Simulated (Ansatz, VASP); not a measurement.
**One calculation of Zr2B3, two programs**

```
CELL_PARAMETERS angstrom
3.35233 0.00000 0.00000
-1.67616 2.90320 0.00000
0.00000 0.00000 5.21568
ATOMIC_POSITIONS crystal
Zr 0.33333 0.66667 0.24500
Zr 0.66667 0.33333 0.75500
B 0.00000 0.00000 0.00000
B 0.33333 0.66667 0.64500
B 0.66667 0.33333 0.35500
```

Alike in both runs: task relaxation of cell and atoms; functional PBE; k mesh 6 × 6 × 4; occupations gaussian, width 0.1 eV; no spin polarisation.

|  | VASP | Ansatz |
| --- | --- | --- |
| version | VASP 6.6.1 | Ansatz 0.2.0 |
| potentials or method | VASP PAW PBE potentials, release 64 (Zr_sv, B), cutoff 600 eV | scalar-relativistic, plane waves, PAW |
| valence electrons in the cell | 33 | 33 |

```tsv
	VASP	Ansatz	Ansatz less VASP
gap on the k mesh at the Fermi level, each at its own relaxed structure (eV)	none	none	-
relaxed volume (Å³/atom)	13.59	13.19	-0.402
relaxed cell length with the largest relative difference (Å)	4.973	7.257	+2.2837
```

A gap of «none» marks a metal or a gap that the smearing closes. One of these differences is far larger than is usual between the two programs; its cause wasn't traced.

The k mesh is coarse, so the values compare programs but aren't converged. Noted on VASP's run: the volume moved by over 15 % at a fixed basis, so the end points are rough.
